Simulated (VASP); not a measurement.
A run of VASP 6.6.1 is set up as follows.

File INCAR:

```
SYSTEM = Ta2N
PREC = Accurate ; ENCUT = 520
EDIFF = 1E-7 ; ISMEAR = 0
SIGMA = 0.15 ; LREAL = .False.
LASPH = .True. ; NELM = 60
ALGO = Normal ; ISIF = 2
LWAVE = .False. ; LCHARG = .False.
GGA = PS ; NBANDS = 20
```

KPOINTS

```
regular mesh
0
Gamma
  18 18 10
  0 0 0
```

File POSCAR:

```
Ta2N
1.0
    3.0458777247      0.0000000000      0.0000000000
   -1.5229388624      2.6378074865      0.0000000000
    0.0000000000      0.0000000000      4.6315616682
Ta N
2 1
Direct
    0.6666666667      0.3333333333      0.7463700642
    0.3333333333      0.6666666667      0.2536299358
    0.0000000000      0.0000000000      0.0000000000
```

Potentials or basis: VASP PAW PBE potentials, release 64 (Ta_pv, N).

Command:

```sh
$ cat potpaw_PBE.64/Ta_pv/POTCAR potpaw_PBE.64/N/POTCAR > POTCAR
$ mpirun -np 1 vasp_std > vasp.out
```

Task: What does it give for the band gap on the k mesh?

Result: Zero (an odd number of electrons rules out a gap without spin polarisation).

Task: Predict the largest force.

Result: 0.270 eV/Å.

Task: Estimate the pressure.

Result: 22.4 GPa.

Stress tensor (GPa, compression positive):
```
19.72  0.00  0.00
 0.00 19.72  0.00
 0.00  0.00 27.76
```

Caveat: the stress differs along the axes, from 20 to 28 GPa; the PAW data sets were made with another functional, which shifts forces and pressure a little; spin-orbit coupling is left out, which moves the levels of the heavy elements.
